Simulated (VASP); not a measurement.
Input of a VASP 6.6.1 run:

INCAR

```
PREC = Accurate ; ENCUT = 520
EDIFF = 1E-6 ; ISMEAR = 0
SIGMA = 0.1 ; LREAL = False
LASPH = True ; NELM = 60
ALGO = Fast ; ISIF = 2
LWAVE = False ; LCHARG = False
GGA = PE ; NBANDS = 28
```

File KPOINTS:

```
regular mesh
0
Gamma
  8 8 16
```

Contents of POSCAR:

```
Sn
1.0
    6.0342823952      0.0000000000      0.0000000000
    0.0000000000      6.0342823952      0.0000000000
    0.0000000000      0.0000000000      3.0105641621
Sn
3
Direct
    0.0000000000      0.0000000000      0.0000000000
    0.0000000000      0.5000000000      0.0000000000
    0.5000000000      0.0000000000      0.0000000000
```

Potentials or basis: VASP PAW PBE potentials, release 64 (Sn_d).

Launch:

```sh
$ cat potpaw_PBE.64/Sn_d/POTCAR > POTCAR
$ mpirun -np 1 vasp_std > vasp.out
```

What does it give for the pressure?

0.0 GPa.

What does it give for the band gap on the k mesh?

Zero (band 21 reaches 6.23 eV, above the bottom of band 22 at 3.34 eV).

Caveat: spin-orbit coupling is left out, which moves the levels of the heavy elements.
